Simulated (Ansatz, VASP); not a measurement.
## One calculation of Al4As3, two programs

The input INCAR:

```
SYSTEM = Al4As3
ALGO = Normal
EDIFF = 1E-6
ENCUT = 500
GGA = PE
GGA_COMPAT = .FALSE.
ISIF = 2
ISMEAR = 0
LASPH = .TRUE.
LCHARG = .FALSE.
LREAL = .FALSE.
LWAVE = .FALSE.
NBANDS = 40
NELM = 120
PREC = Accurate
SIGMA = 0.1
```

The input KPOINTS:

```
k-points
0
G
  5 5 5
  0 0 0
```

The input POSCAR:

```
Al4As3
1.0
    5.7756470000     -5.5105710000      0.1333290000
    5.6149820000     -0.2931680000      5.6043820000
    0.1254040000     -5.5183950000      5.7731820000
Al As
8 6
Direct
    0.0421461087      0.4488012646      0.9846322830
    0.9469028023      0.5935992952      0.4455061531
    0.9871445145      0.9503731280      0.0376704669
    0.0529336742      0.0267861574      0.5503455811
    0.5524142411      0.5266350840      0.0498420869
    0.4871035978      0.4499537887      0.5384014323
    0.4469060617      0.0944195111      0.9455070713
    0.5413879627      0.9492168675      0.4846581136
    0.3527247758      0.3575848368      0.3874144334
    0.3641460457      0.8917412470      0.8611649636
    0.3909678585      0.8573799208      0.3497138058
    0.8909141362      0.3576305636      0.8496075133
    0.8640389300      0.3911799444      0.3610688448
    0.8528382023      0.8573636320      0.8874734751
```

Input for Ansatz:

```yaml
crystal:
  lattice:
    - [5.775647, -5.510571, 0.133329]
    - [5.614982, -0.293168, 5.604382]
    - [0.125404, -5.518395, 5.773182]
  atoms:
    - { symbol: Al, position: [0.0421461087, 0.4488012646, 0.984632283] }
    - { symbol: Al, position: [0.9469028023, 0.5935992952, 0.4455061531] }
    - { symbol: Al, position: [0.9871445145, 0.950373128, 0.0376704669] }
    - { symbol: Al, position: [0.0529336742, 0.0267861574, 0.5503455811] }
    - { symbol: Al, position: [0.5524142411, 0.526635084, 0.0498420869] }
    - { symbol: Al, position: [0.4871035978, 0.4499537887, 0.5384014323] }
    - { symbol: Al, position: [0.4469060617, 0.0944195111, 0.9455070713] }
    - { symbol: Al, position: [0.5413879627, 0.9492168675, 0.4846581136] }
    - { symbol: As, position: [0.3527247758, 0.3575848368, 0.3874144334] }
    - { symbol: As, position: [0.3641460457, 0.891741247, 0.8611649636] }
    - { symbol: As, position: [0.3909678585, 0.8573799208, 0.3497138058] }
    - { symbol: As, position: [0.8909141362, 0.3576305636, 0.8496075133] }
    - { symbol: As, position: [0.86403893, 0.3911799444, 0.3610688448] }
    - { symbol: As, position: [0.8528382023, 0.857363632, 0.8874734751] }
basis:
  ecutwfc: 420
kpoints:
  mp_grid: { grid: [5, 5, 5] }
hamiltonian:
  xc: pbe
scf:
  occupations: { method: gaussian, width: 0.1 }
  n_extra_bands: 8
output:
  forces: true
  stress: true
  eigenvalues: true
  populations: true
  dos:
    method: { smearing: { sigma: 0.1, scheme: gaussian } }
    projected: true
    de: 0.02
  write_density: true
  write_potential: true
  elf: true
  volumetric_format: npy
```

Alike in both runs: task single point; functional PBE; k mesh 5 × 5 × 5; occupations gaussian, width 0.1 eV; no spin polarisation.

|  | VASP | Ansatz |
| --- | --- | --- |
| version | VASP 6.6.1 | Ansatz 0.2.0 |
| potentials or method | VASP PAW PBE potentials, release 64 (Al, As), cutoff 500 eV | scalar-relativistic, plane waves, PAW |
| valence electrons in the cell | 54 | 114 |

|  | VASP | Ansatz | Ansatz less VASP |
| --- | --- | --- | --- |
| gap on the k mesh at the Fermi level (eV) | none | none | - |
| pressure (GPa) | 0.0 | -0.1 | -0.12 |
| traceless stress, the component that is largest in VASP (GPa) | 0.42 | 0.42 | +0.001 |
| rms of the force components (eV/Å) | 0.052 | 0.050 | -0.0019 |

Atom by atom the forces differ by 0.007 eV/Å (rms over components). A gap of «none» marks a metal or a gap that the smearing closes. VASP's potentials hold 54 valence electrons a cell and Ansatz's 114, so a difference there can come from the potentials and not from the codes.
